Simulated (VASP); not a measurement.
# B5H9 (I4mm) in VASP: further runs

The runs below take B5H9 through electric field gradients, with PBEsol, r2SCAN.

All numbers are computed with VASP 6.6.1; they aren't measurements. Logs are shortened: lines on timing, memory, paths and dates and some standing lists are left out, and cuts for length are marked.

## 1. The cell of the first run

Symmetry: I4mm, No. 107, tetragonal system. The conventional cell has a = 7.246 Å, b = 7.246 Å, c = 5.310 Å, α = 90.00°, β = 90.00°, γ = 90.00°. B (site symmetry 4mm) has 1 H at 1.18 Å within 1.6 Å. Within 1.6 Å of B (site symmetry m) lie 3 H at 1.18 to 1.35 Å. H (site symmetry 4mm) has 1 B at 1.18 Å within 1.6 Å. Within 1.6 Å of H (site symmetry m) lie 1 B at 1.18 Å. H (site symmetry m) has 2 B at 1.35 Å within 1.8 Å.

## 2. Electric field gradients, PBEsol

File INCAR:

```
SYSTEM = B5H9
PREC = Accurate
ENCUT = 520
EDIFF = 1E-8
ISMEAR = -1
SIGMA = 0.05
LREAL = .FALSE.
LASPH = .TRUE.
NELM = 60
ALGO = Normal
ISIF = 2
LWAVE = .FALSE.
LCHARG = .FALSE.
GGA = PS
LEFG = .TRUE.
NBANDS = 25
```

File KPOINTS:

```
Automatic mesh
0
G
  7 7 7
  0 0 0
```

File POSCAR:

```
B5H9
1.0
   -3.6229682900      3.6229682900      2.6550364400
    3.6229682900     -3.6229682900      2.6550364400
    3.6229682900      3.6229682900     -2.6550364400
B H
5 9
Direct
    0.2303706200      0.2303706200      0.0000000000
    0.1933508700      0.0189337500      0.1744171200
    0.8445166300      0.0189337500      0.8255828800
    0.0189337500      0.1933508700      0.1744171200
    0.0189337500      0.8445166300      0.8255828800
    0.4531173700      0.4531173700      0.0000000000
    0.3811923600      0.0446660000      0.3365263600
    0.7081396400      0.0446660000      0.6634736400
    0.0446660000      0.3811923600      0.3365263600
    0.0446660000      0.7081396400      0.6634736400
    0.9812044700      0.7183520300      0.0000000000
    0.7183520300      0.9812044700      0.0000000000
    0.7183520300      0.7183520300      0.7371475600
    0.9812044700      0.9812044700      0.2628524400
```

Potentials or basis: VASP PAW PBE potentials, release 64 (B, H).

Launch:

```bash
> cat potpaw_PBE.64/B/POTCAR potpaw_PBE.64/H/POTCAR > POTCAR
> mpirun -np 1 vasp_std > vasp.out
```

OUTCAR:

```text
SYSTEM = B5H9
   PREC = Accurate
   ENCUT = 520
   EDIFF = 1E-8
   ISMEAR = -1
   LREAL = .FALSE.
   LASPH = .TRUE.
   NELM = 60
   ISIF = 2
   GGA = PS

 ion  position               nearest neighbor table
   1  0.230  0.230  0.000-   6 1.18   5 1.69   3 1.69   2 1.69   4 1.69
   2  0.193  0.019  0.174-   7 1.18  11 1.35  14 1.35   1 1.69   5 1.79   4 1.79
   3  0.845  0.019  0.826-   8 1.18  12 1.35  13 1.35   1 1.69   5 1.79   4 1.79
   4  0.019  0.193  0.174-   9 1.18  12 1.35  14 1.35   1 1.69   3 1.79   2 1.79
   5  0.019  0.845  0.826-  10 1.18  11 1.35  13 1.35   1 1.69   3 1.79   2 1.79
   6  0.453  0.453  0.000-   1 1.18
   7  0.381  0.045  0.337-   2 1.18
   8  0.708  0.045  0.663-   3 1.18
   9  0.045  0.381  0.337-   4 1.18
  10  0.045  0.708  0.663-   5 1.18
  11  0.981  0.718  0.000-   2 1.35   5 1.35
  12  0.718  0.981  0.000-   3 1.35   4 1.35
  13  0.718  0.718  0.737-   3 1.35   5 1.35
  14  0.981  0.981  0.263-   2 1.35   4 1.35

  LATTYP: Found a body centered tetragonal cell.
 ALAT       =     7.2459365800
 C/A-ratio  =     0.7328345786

  Lattice vectors:

 A1 = (  -3.6229682900,   3.6229682900,   2.6550364400)
 A2 = (   3.6229682900,  -3.6229682900,   2.6550364400)
 A3 = (   3.6229682900,   3.6229682900,  -2.6550364400)

Analysis of symmetry for initial positions (statically):
=====================================================================
 Subroutine PRICEL returns:
 Original cell was already a primitive cell.

 Routine SETGRP: Setting up the symmetry group for a
 body centered tetragonal supercell.

 Subroutine GETGRP returns: Found  8 space group operations
 (whereof  8 operations were pure point group operations)
 out of a pool of 16 trial point group operations.

The static configuration has the point symmetry C_4v.

Analysis of symmetry for dynamics (positions and initial velocities):
=====================================================================
 Subroutine PRICEL returns:
 Original cell was already a primitive cell.

 Routine SETGRP: Setting up the symmetry group for a
 body centered tetragonal supercell.

 Subroutine GETGRP returns: Found  8 space group operations
 (whereof  8 operations were pure point group operations)
 out of a pool of 16 trial point group operations.

The dynamic configuration has the point symmetry C_4v.

 Subroutine INISYM returns: Found  8 space group operations
 (whereof  8 operations are pure point group operations),
 and found     1 'primitive' translations

----------------------------------------------------------------------------------------

                                     Primitive cell

  volume of cell :     139.3990

  direct lattice vectors                    reciprocal lattice vectors
    -3.622968290  3.622968290  2.655036440     0.000000000  0.138008384  0.188321332
     3.622968290 -3.622968290  2.655036440     0.138008384  0.000000000  0.188321332
     3.622968290  3.622968290 -2.655036440     0.138008384  0.138008384  0.000000000

  length of vectors
     5.770703333  5.770703333  5.770703333     0.233476419  0.233476419  0.195173329

  position of ions in fractional coordinates (direct lattice)
     0.230370620  0.230370620  0.000000000
     0.193350870  0.018933750  0.174417120
     0.844516630  0.018933750  0.825582880
     0.018933750  0.193350870  0.174417120
     0.018933750  0.844516630  0.825582880
     0.453117370  0.453117370  0.000000000
     0.381192360  0.044666000  0.336526360
     0.708139640  0.044666000  0.663473640
     0.044666000  0.381192360  0.336526360
     0.044666000  0.708139640  0.663473640
     0.981204470  0.718352030  0.000000000
     0.718352030  0.981204470  0.000000000
     0.718352030  0.718352030  0.737147560
     0.981204470  0.981204470  0.262852440

  ion indices of the primitive-cell ions
   primitive index   ion index
                 1           1
                 2           2
                 3           3
                 4           4
                 5           5
                 6           6
                 7           7
                 8           8
                 9           9
                10          10
                11          11
                12          12
                13          13
                14          14

----------------------------------------------------------------------------------------
[... 76 lines left out ...]
   ISIF   =      2    stress and relaxation
   ISYM   =      2    0-nonsym 1-usesym 2-fastsym
   POTIM  = 0.5000    time-step for ionic-motion
   TEBEG  =    0.0;   TEEND  =   0.0 temperature during run
   PSTRESS=    0.0 pullay stress
   NELECT =      24.0000    total number of electrons
   NUPDOWN=      -1.0000    fix difference up-down
   EMIN   =  10.00;   EMAX   =-10.00  energy-range for DOS
   EFERMI =   0.00;   METHOD = LEGACY
   ISMEAR =    -1;   SIGMA  =   0.05  broadening in eV -4-tet -1-fermi 0-gaus
   EFERMI_NEDOS =   21; number of points for ismear=-14 and -15
   IALGO  =     38    algorithm
   IMIX   =      4    mixing-type and parameters
     AMIX     =   0.40;   BMIX     =  1.00
     AMIX_MAG =   1.60;   BMIX_MAG =  1.00
  volume/ion in A,a.u.               =       9.96        67.19
  Fermi-wavevector in a.u.,A,eV,Ry     =   0.910735  1.721040 11.285194  0.829438
  Thomas-Fermi vector in A             =   2.034932
   LORBIT       =      0    0 simple, 1 ext, 2 COOP (PROOUT), +10 PAW based schemes
   GGA     = PS    functional components
   LHFCALC =     F    Hartree Fock is set to
   AEXX    =    0.0000 exact exchange contribution
   IVDW    =     0    specifies the selected vdW correction
   LEPSILON=     F    determine dielectric tensor
   LRPA    =     F    only Hartree local field effects (RPA)
 non-spin polarized calculation
  energy-cutoff  :      520.00
  volume of cell :      139.40
 maximum number of plane-waves:      3778
 NGX is ok and might be reduce to    48
   NGX = 21   NGY = 21   NGZ = 21

 number of electron      23.9999999 magnetization

 Free energy of the ion-electron system (eV)
  ---------------------------------------------------
  ext. energy  EPLUGINS =         0.00000000
  ---------------------------------------------------
  free energy    TOTEN  =       -65.13919013 eV

  energy without entropy =      -65.13919013  energy(sigma->0) =      -65.13919013

 E-fermi :  -2.2392     XC(G=0):  -7.1611

 val. band max:       -3.3921956292   @ k =  -0.4286   0.4286   0.4286
 cond. band min:       2.2592399531   @ k =   0.0000   0.0000   0.0000
 fundamental gap:      5.6514355823
 Fermi energy:        -2.2391563398

 k-point     1 :       0.0000    0.0000    0.0000
  band No.  band energies     occupation
      1     -15.2978      2.00000
      2     -10.4127      2.00000
      3     -10.4127      2.00000
      4      -8.6304      2.00000
      5      -7.1883      2.00000
      6      -6.9998      2.00000
[... 637 lines left out ...]
     23       7.0824      0.00000
     24       8.2173      0.00000

 [... further k-points ...]

 [bands above 24 left out]

------------------------ aborting loop because EDIFF is reached ----------------------------------------

  FORCE on cell =-STRESS in cart. coord.  units (eV):
  Direction    XX          YY          ZZ          XY          YZ          ZX
  --------------------------------------------------------------------------------------
  -------------------------------------------------------------------------------------
  Total        0.5385554      0.5385554      0.9434013      0.0000000     -0.0000000      0.0000000
  in kB        6.1898683      6.1898683     10.8429515      0.0000000     -0.0000000      0.0000000
  external PRESSURE =       7.7408961 kB  Pullay stress =       0.0000000 kB

 VOLUME and BASIS-vectors are now :
 -----------------------------------------------------------------------------
  energy-cutoff  :      520.00
  volume of cell :      139.40
      direct lattice vectors                 reciprocal lattice vectors
    -3.622968290  3.622968290  2.655036440     0.000000000  0.138008384  0.188321332
     3.622968290 -3.622968290  2.655036440     0.138008384  0.000000000  0.188321332
     3.622968290  3.622968290 -2.655036440     0.138008384  0.138008384  0.000000000

 POSITION                                       TOTAL-FORCE (eV/Angst)
 -----------------------------------------------------------------------------------
      0.00000      0.00000      1.22328        -0.000000      0.000000     -0.152275
      0.00000      1.26382      0.10054        -0.000000     -0.421054      0.090039
      0.00000      5.98212      0.10054        -0.000000      0.421054      0.090039
      1.26382      0.00000      0.10054        -0.421054      0.000000      0.090039
      5.98212      0.00000      0.10054         0.421054      0.000000      0.090039
      0.00000      0.00000      2.40609        -0.000000      0.000000      0.297868
      0.00000      2.43845      0.23718        -0.000000      0.301399      0.023132
      0.00000      4.80749      0.23718        -0.000000     -0.301399      0.023132
      2.43845      0.00000      0.23718         0.301399      0.000000      0.023132
      4.80749      0.00000      0.23718        -0.301399      0.000000      0.023132
     -0.95231      0.95231      4.51238        -0.050142      0.050142     -0.149569
      0.95231     -0.95231      4.51238         0.050142     -0.050142     -0.149569
      2.67066      2.67066      1.85735        -0.050142     -0.050142     -0.149569
      0.95231      0.95231      4.51238         0.050142      0.050142     -0.149569
 -----------------------------------------------------------------------------------
    total drift:                                0.000000      0.000000      0.000085

  FREE ENERGIE OF THE ION-ELECTRON SYSTEM (eV)
  ---------------------------------------------------
  free  energy   TOTEN  =       -65.1391901314 eV

  energy  without entropy=      -65.1391901313  energy(sigma->0) =      -65.13919013

 Electric field gradients (V/A^2)
---------------------------------------------------------------------
 ion       V_xx      V_yy      V_zz      V_xy      V_xz      V_yz
---------------------------------------------------------------------
   1       4.239     4.239    -8.477     0.000     0.000     0.000
   2      15.754   -20.200     4.446     0.000     0.000     7.116
   3      15.754   -20.200     4.446     0.000     0.000    -7.116
   4     -20.200    15.754     4.446     0.000     7.116     0.000
   5     -20.200    15.754     4.446     0.000    -7.116     0.000
   6     -10.932   -10.932    21.863    -0.001     0.000     0.000
   7      -9.915    20.457   -10.542    -0.000     0.000     3.757
   8      -9.914    20.457   -10.543    -0.000    -0.000    -3.758
   9      20.457    -9.915   -10.542    -0.000     3.757     0.000
  10      20.457    -9.914   -10.543    -0.000    -3.758    -0.000
  11      -0.869    -0.869     1.738     5.626     4.450    -4.452
  12      -0.869    -0.869     1.738     5.626    -4.452     4.450
  13      -0.869    -0.869     1.737    -5.627     4.451     4.451
  14      -0.869    -0.869     1.738    -5.627    -4.452    -4.452
---------------------------------------------------------------------

 Electric field gradients after diagonalization (V/A^2)
 (convention: |V_zz| > |V_xx| > |V_yy|)
----------------------------------------------------------------------
 ion       V_xx      V_yy      V_zz     asymmetry (V_yy - V_xx)/ V_zz
----------------------------------------------------------------------
   1       4.239     4.239    -8.477       0.000
   2      15.754     6.353   -22.106       0.425
   3      15.754     6.353   -22.106       0.425
   4      15.754     6.353   -22.106       0.425
   5      15.754     6.353   -22.106       0.425
   6     -10.932   -10.931    21.863       0.000
   7     -10.991    -9.915    20.906       0.051
   8     -10.992    -9.914    20.906       0.052
   9     -10.991    -9.915    20.906       0.051
  10     -10.992    -9.914    20.906       0.052
  11       5.143     4.757    -9.900       0.039
  12       5.143     4.757    -9.900       0.039
  13       5.141     4.759    -9.900       0.039
  14       5.143     4.758    -9.902       0.039
----------------------------------------------------------------------

           NMR quadrupolar parameters

 Cq : quadrupolar parameter    Cq=e*Q*V_zz/h
 eta: asymmetry parameters     (V_yy - V_xx)/ V_zz
 Q  : nuclear electric quadrupole moment in mb (millibarn)
----------------------------------------------------------------------
 ion       Cq(MHz)       eta       Q (mb)
----------------------------------------------------------------------
   1      -0.020       0.000       1.000
   2      -0.053       0.425       1.000
   3      -0.053       0.425       1.000
   4      -0.053       0.425       1.000
   5      -0.053       0.425       1.000
   6       0.053       0.000       1.000
   7       0.051       0.051       1.000
   8       0.051       0.052       1.000
   9       0.051       0.051       1.000
  10       0.051       0.052       1.000
  11      -0.024       0.039       1.000
  12      -0.024       0.039       1.000
  13      -0.024       0.039       1.000
  14      -0.024       0.039       1.000
----------------------------------------------------------------------
```

Wall time 4.8 min (1 thread of Intel Xeon Platinum 8375C at 2.90GHz (Ice Lake), shared host); peak memory 0.36 GiB.

What came out:

| Item | Value |
| --- | --- |
| Free energy | -65.1392 eV |
| Pressure | 0.8 GPa |
| Largest force | 0.431 eV/Å |
| Band gap on the k mesh | 5.65 eV (least direct gap 5.84 eV) |
| Largest electric field gradient by atom | B -8.5, -22.1 (each value once); H +21.9, +20.9, -9.9 (each value once) V/Å² |

Forces on the atoms (eV/Å):
```
B    0.000  0.000 -0.152
B    0.000 -0.421  0.090
B    0.000  0.421  0.090
B   -0.421  0.000  0.090
B    0.421  0.000  0.090
H    0.000  0.000  0.298
H    0.000  0.301  0.023
H    0.000 -0.301  0.023
H    0.301  0.000  0.023
H   -0.301  0.000  0.023
H   -0.050  0.050 -0.150
H    0.050 -0.050 -0.150
H   -0.050 -0.050 -0.150
H    0.050  0.050 -0.150
```

Stress tensor (GPa, compression positive):
```
0.62 0.00 0.00
0.00 0.62 0.00
0.00 0.00 1.08
```

Levels at points of the mesh, in eV from the valence-band top:
| k point | band 10 | band 11 | band 12 | band 13 | band 14 | band 15 |
| --- | --- | --- | --- | --- | --- | --- |
| (0.00, 0.00, 0.00) | -1.39 | -0.19 | -0.19 | 5.65 | 6.70 | 6.70 |

Electric field gradients, principal values (V/Å²):
| atom | least | middle | greatest (by size) |
| --- | --- | --- | --- |
| 1 B | 4.239 | 4.239 | -8.477 |
| 2 B | 6.353 | 15.754 | -22.106 |
| 3 B | 6.353 | 15.754 | -22.106 |
| 4 B | 6.353 | 15.754 | -22.106 |
| 5 B | 6.353 | 15.754 | -22.106 |
| 6 H | -10.931 | -10.932 | 21.863 |
| 7 H | -9.915 | -10.991 | 20.906 |
| 8 H | -9.914 | -10.992 | 20.906 |
| 9 H | -9.915 | -10.991 | 20.906 |
| 10 H | -9.914 | -10.992 | 20.906 |
| 11 H | 4.757 | 5.143 | -9.900 |
| 12 H | 4.757 | 5.143 | -9.900 |
| 13 H | 4.759 | 5.141 | -9.900 |
| 14 H | 4.758 | 5.143 | -9.902 |

Caveat: without QUAD_EFG the Cq values of the log hold for a quadrupole moment of 1 mb, not for the nuclei; the PAW data sets were made with another functional, which shifts forces and pressure a little; an odd mesh through Γ misses points on the zone boundary, where band edges can lie.

(Part 1 of 2 ends here.)
